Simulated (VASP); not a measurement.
# NbC (Niobocarbide) (Fm-3m) in VASP: notebook

Runs on NbC (Niobocarbide). Level: revPBE+D3(BJ). Tasks: single point.

Program: VASP 6.6.1. These are calculated values, not measurements. Logs are shortened: lines on timing, memory, paths and dates and some standing lists are left out, and cuts for length are marked.

## 1. The cell of the first run

Symmetry: Fm-3m, No. 225, cubic system. Conventional cell: a = 4.469 Å, b = 4.469 Å, c = 4.469 Å, α = 90.00°, β = 90.00°, γ = 90.00°. Nb (site symmetry m-3m) has 6 C at 2.23 Å within 3.0 Å. Within 3.0 Å of C (site symmetry m-3m) lie 6 Nb at 2.23 Å.

## 2. Single point, revPBE+D3(BJ)

Input file INCAR:

```
PREC = Accurate
ENCUT = 600
EDIFF = 1E-6
ISMEAR = 0
SIGMA = 0.01
LREAL = False
LASPH = True
NELM = 120
ALGO = Normal
ISIF = 2
LWAVE = False
LCHARG = False
GGA = RE
IVDW = 12
NBANDS = 16
GGA_COMPAT = False
```

Input file KPOINTS:

```
regular mesh
0
Gamma
  3 3 3
```

Input file POSCAR:

```
NbC
1.0
    3.1601310000      0.0000000000      0.0000000000
    1.5800655000      2.7367537253      0.0000000000
    1.5800655000      0.9122512418      2.5802361568
Nb C
1 1
Direct
    0.0000000000      0.0000000000      0.0000000000
    0.5000000000      0.5000000000      0.5000000000
```

Potentials or basis: VASP PAW PBE potentials, release 64 (Nb_sv, C).

The run is started by

```console
$ cat potpaw_PBE.64/Nb_sv/POTCAR potpaw_PBE.64/C/POTCAR > POTCAR
$ mpirun -np 1 vasp_std > vasp.out
```

OUTCAR:

```text
PREC = Accurate
   ENCUT = 600
   EDIFF = 1E-6
   ISMEAR = 0
   LREAL = False
   LASPH = True
   NELM = 120
   ISIF = 2
   GGA = RE
   IVDW = 12
 IVDW          = 12

 ion  position               nearest neighbor table
   1  0.000  0.000  0.000-   2 2.23   2 2.23   2 2.23   2 2.23   2 2.23   2 2.23
   2  0.500  0.500  0.500-   1 2.23   1 2.23   1 2.23   1 2.23   1 2.23   1 2.23

  LATTYP: Found a face centered cubic cell.
 ALAT       =     4.4691001191

  Lattice vectors:

 A1 = (   3.1601310000,   0.0000000000,   0.0000000000)
 A2 = (   1.5800655000,   2.7367537253,   0.0000000000)
 A3 = (   1.5800655000,   0.9122512418,   2.5802361568)

Analysis of symmetry for initial positions (statically):
=====================================================================
 Subroutine PRICEL returns:
 Original cell was already a primitive cell.

 Routine SETGRP: Setting up the symmetry group for a
 face centered cubic supercell.

 Subroutine GETGRP returns: Found 48 space group operations
 (whereof 48 operations were pure point group operations)
 out of a pool of 48 trial point group operations.

The static configuration has the point symmetry O_h .

Analysis of symmetry for dynamics (positions and initial velocities):
=====================================================================
 Subroutine PRICEL returns:
 Original cell was already a primitive cell.

 Routine SETGRP: Setting up the symmetry group for a
 face centered cubic supercell.

 Subroutine GETGRP returns: Found 48 space group operations
 (whereof 48 operations were pure point group operations)
 out of a pool of 48 trial point group operations.

The dynamic configuration has the point symmetry O_h .

 Subroutine INISYM returns: Found 48 space group operations
 (whereof 48 operations are pure point group operations),
 and found     1 'primitive' translations

----------------------------------------------------------------------------------------

                                     Primitive cell

  volume of cell :      22.3152

  direct lattice vectors                    reciprocal lattice vectors
     3.160131000  0.000000000  0.000000000     0.316442578 -0.182698208 -0.129187141
     1.580065500  2.736753725  0.000000000     0.000000000  0.365396415 -0.129187141
     1.580065500  0.912251242  2.580236157     0.000000000  0.000000000  0.387561424

  length of vectors
     3.160131000  3.160131000  3.160131000     0.387561424  0.387561424  0.387561424

[... 52 lines left out ...]
   ICHARG =      2    charge: 1-file 2-atom 10-const
   ISPIN  =      1    spin polarized calculation?
   LNONCOLLINEAR =      F non collinear calculations
   LSORBIT =      F    spin-orbit coupling
   LASPH  =      T    aspherical Exc in radial PAW
   ENCUT  =  600.0 eV  44.10 Ry    6.64 a.u.   6.31  6.31  6.31*2*pi/ulx,y,z
   NELM   =    120;   NELMIN=  2; NELMDL= -5     # of ELM steps
   EDIFF  = 0.1E-05   stopping-criterion for ELM
   LREAL  =      F    real-space projection
[... 7 lines left out ...]
   TEBEG  =    0.0;   TEEND  =   0.0 temperature during run
   PSTRESS=    0.0 pullay stress
   NELECT =      17.0000    total number of electrons
   NUPDOWN=      -1.0000    fix difference up-down
   EMIN   =  10.00;   EMAX   =-10.00  energy-range for DOS
   EFERMI =   0.00;   METHOD = LEGACY
   ISMEAR =     0;   SIGMA  =   0.01  broadening in eV -4-tet -1-fermi 0-gaus
   EFERMI_NEDOS =   21; number of points for ismear=-14 and -15
   IALGO  =     38    algorithm
   IMIX   =      4    mixing-type and parameters
     AMIX     =   0.40;   BMIX     =  1.00
     AMIX_MAG =   1.60;   BMIX_MAG =  1.00
  volume/ion in A,a.u.               =      11.16        75.30
  Fermi-wavevector in a.u.,A,eV,Ry     =   1.495172  2.825465 30.416344  2.235538
  Thomas-Fermi vector in A             =   2.607351
   LORBIT       =      0    0 simple, 1 ext, 2 COOP (PROOUT), +10 PAW based schemes
   GGA     = RE    functional components
   LHFCALC =     F    Hartree Fock is set to
   AEXX    =    0.0000 exact exchange contribution
   IVDW    =    12    specifies the selected vdW correction
   LEPSILON=     F    determine dielectric tensor
   LRPA    =     F    only Hartree local field effects (RPA)
 non-spin polarized calculation
 Gauss-broadening in eV      SIGMA  =   0.01
  energy-cutoff  :      600.00
  volume of cell :       22.32
 maximum number of plane-waves:       751
 NGX is ok and might be reduce to    28
   NGX = 13   NGY = 13   NGZ = 13

 number of electron      17.0000001 magnetization

 Free energy of the ion-electron system (eV)
  ---------------------------------------------------
  ext. energy  EPLUGINS =         0.00000000
  ---------------------------------------------------
  free energy    TOTEN  =       -19.25527403 eV

  energy without entropy =      -19.25347105  energy(sigma->0) =      -19.25437254

 E-fermi :  13.3679     XC(G=0): -13.0334

 val. band max:       12.9521858008   @ k =   0.0000   0.0000   0.0000
 cond. band min:      13.3736810104   @ k =  -0.3333   0.3333  -0.0000
 fundamental gap:      0.4214952096
 Fermi energy:        13.3679377633

 k-point     1 :       0.0000    0.0000    0.0000
  band No.  band energies     occupation
      1     -43.2270      2.00000
      2     -18.9262      2.00000
      3     -18.9262      2.00000
      4     -18.9262      2.00000
      5      -0.7379      2.00000
      6      11.2961      2.00000
[... 53 lines left out ...]
      3     -19.4472      2.00000
      4     -19.0959      2.00000
      5       1.7481      2.00000
      6       6.8745      2.00000
[... 8 lines left out ...]
     15      24.5733      0.00000
     16      26.4370      0.00000

------------------------ aborting loop because EDIFF is reached ----------------------------------------

 Edisp (eV)   -1.85440

 E8    (eV) :    -1.2983

  FORCE on cell =-STRESS in cart. coord.  units (eV):
  Direction    XX          YY          ZZ          XY          YZ          ZX
  --------------------------------------------------------------------------------------
  -------------------------------------------------------------------------------------
  Total      -0.62426    -0.62426    -0.62426    -0.00000    -0.00000     0.00000
  in kB     -44.82050   -44.82050   -44.82050    -0.00000    -0.00000     0.00000
  external pressure =      -44.82 kB  Pullay stress =        0.00 kB

 VOLUME and BASIS-vectors are now :
 -----------------------------------------------------------------------------
  energy-cutoff  :      600.00
  volume of cell :       22.32
      direct lattice vectors                 reciprocal lattice vectors
     3.160131000  0.000000000  0.000000000     0.316442578 -0.182698208 -0.129187141
     1.580065500  2.736753725  0.000000000     0.000000000  0.365396415 -0.129187141
     1.580065500  0.912251242  2.580236157     0.000000000  0.000000000  0.387561424

 POSITION                                       TOTAL-FORCE (eV/Angst)
 -----------------------------------------------------------------------------------
      0.00000      0.00000      0.00000         0.000000      0.000000      0.000000
      3.16013      1.82450      1.29012        -0.000000     -0.000000      0.000000
 -----------------------------------------------------------------------------------
    total drift:                                0.000000     -0.000000     -0.000000

  FREE ENERGIE OF THE ION-ELECTRON SYSTEM (eV)
  ---------------------------------------------------
  free  energy   TOTEN  =       -21.1096739510 eV

  energy  without entropy=      -21.1078709707  energy(sigma->0) =      -21.10877246
```

It took 6.1 s on 1 thread of Intel Xeon Platinum 8488C (Sapphire Rapids), shared host; peak memory 0.16 GiB.

What came out:

```
Free energy                : -21.1097 eV
Pressure                   : -4.5 GPa
Dispersion energy per atom : -0.927 eV
```

Levels at points of the mesh, in eV from the Fermi level:
```tsv
k point	band 6	band 7	band 8	band 9	band 10	band 11
(0.00, 0.00, 0.00)	-2.07	-2.07	-2.07	-0.77	-0.77	-0.77
```

Caveat: the k points lie up to 0.81 Å⁻¹ apart; three body term missing; the PAW data sets were made with another functional, which shifts forces and pressure a little; pairwise dispersion overbinds metals, which lowers pressure and volume.

## 3. Single point, revPBE+D3(BJ)

Input file INCAR:

```
  PREC = Accurate
  ENCUT = 600
  EDIFF = 1E-6
  ISMEAR = 0
  SIGMA = 0.01
  LREAL = F
  LASPH = T
  NELM = 120
  ALGO = Normal
  ISIF = 2
  LWAVE = F
  LCHARG = F
  GGA = RE
  IVDW = 12
  NBANDS = 16
  GGA_COMPAT = F
```

Input file KPOINTS:

```
regular mesh
0
Gamma
  5 5 5
```

POSCAR is that of step 2.

Potentials or basis: VASP PAW PBE potentials, release 64 (Nb_sv, C).

The run is started by

```console
$ cat potpaw_PBE.64/Nb_sv/POTCAR potpaw_PBE.64/C/POTCAR > POTCAR
$ mpirun -np 1 vasp_std > vasp.out
```

OUTCAR:

```text
PREC = Accurate
   ENCUT = 600
   EDIFF = 1E-6
   ISMEAR = 0
   LREAL = F
   LASPH = T
   NELM = 120
   ISIF = 2
   GGA = RE
   IVDW = 12
 IVDW          = 12

 ion  position               nearest neighbor table
   1  0.000  0.000  0.000-   2 2.23   2 2.23   2 2.23   2 2.23   2 2.23   2 2.23
   2  0.500  0.500  0.500-   1 2.23   1 2.23   1 2.23   1 2.23   1 2.23   1 2.23

  LATTYP: Found a face centered cubic cell.
 ALAT       =     4.4691001191

  Lattice vectors:

 A1 = (   3.1601310000,   0.0000000000,   0.0000000000)
 A2 = (   1.5800655000,   2.7367537253,   0.0000000000)
 A3 = (   1.5800655000,   0.9122512418,   2.5802361568)

Analysis of symmetry for initial positions (statically):
=====================================================================
 Subroutine PRICEL returns:
 Original cell was already a primitive cell.

 Routine SETGRP: Setting up the symmetry group for a
 face centered cubic supercell.

 Subroutine GETGRP returns: Found 48 space group operations
 (whereof 48 operations were pure point group operations)
 out of a pool of 48 trial point group operations.

[... 147 lines left out ...]

 E-fermi :  12.4305     XC(G=0): -13.0472

 val. band max:       12.4283825333   @ k =   0.0000   0.0000   0.0000
 cond. band min:      12.7465720175   @ k =  -0.2000   0.2000  -0.0000
 fundamental gap:      0.3181894843
 Fermi energy:        12.4304757332

 k-point     1 :       0.0000    0.0000    0.0000
  band No.  band energies     occupation
      1     -43.1454      2.00000
      2     -18.8494      2.00000
      3     -18.8494      2.00000
      4     -18.8494      2.00000
      5      -0.8454      2.00000
      6      11.3366      2.00000
[... 167 lines left out ...]
      3     -19.2612      2.00000
      4     -19.0807      2.00000
      5       1.4020      2.00000
      6       7.3219      2.00000
[... 8 lines left out ...]
     15      25.8681      0.00000
     16      25.9513      0.00000

------------------------ aborting loop because EDIFF is reached ----------------------------------------

 Edisp (eV)   -1.85440

 E8    (eV) :    -1.2983

  FORCE on cell =-STRESS in cart. coord.  units (eV):
  Direction    XX          YY          ZZ          XY          YZ          ZX
  --------------------------------------------------------------------------------------
  -------------------------------------------------------------------------------------
  Total      -1.20438    -1.20438    -1.20438    -0.00000    -0.00000    -0.00000
  in kB     -86.47154   -86.47154   -86.47154    -0.00000    -0.00000    -0.00000
  external pressure =      -86.47 kB  Pullay stress =        0.00 kB

 VOLUME and BASIS-vectors are now :
 -----------------------------------------------------------------------------
  energy-cutoff  :      600.00
  volume of cell :       22.32
      direct lattice vectors                 reciprocal lattice vectors
     3.160131000  0.000000000  0.000000000     0.316442578 -0.182698208 -0.129187141
     1.580065500  2.736753725  0.000000000     0.000000000  0.365396415 -0.129187141
     1.580065500  0.912251242  2.580236157     0.000000000  0.000000000  0.387561424

 POSITION                                       TOTAL-FORCE (eV/Angst)
 -----------------------------------------------------------------------------------
      0.00000      0.00000      0.00000        -0.000000     -0.000000      0.000000
      3.16013      1.82450      1.29012         0.000000      0.000000      0.000000
 -----------------------------------------------------------------------------------
    total drift:                                0.000000     -0.000000     -0.000000

  FREE ENERGIE OF THE ION-ELECTRON SYSTEM (eV)
  ---------------------------------------------------
  free  energy   TOTEN  =       -21.5895479854 eV

  energy  without entropy=      -21.5888976698  energy(sigma->0) =      -21.58922283
```

It took 8.8 s on 1 thread of Intel Xeon Platinum 8488C (Sapphire Rapids), shared host; peak memory 0.16 GiB.

Results:

- Free energy: -21.5895 eV
- Pressure: -8.6 GPa
- Dispersion energy per atom: -0.927 eV

Caveat: the k points lie up to 0.49 Å⁻¹ apart; three body term missing; the PAW data sets were made with another functional, which shifts forces and pressure a little; pairwise dispersion overbinds metals, which lowers pressure and volume.

[end of part 1 of 2]
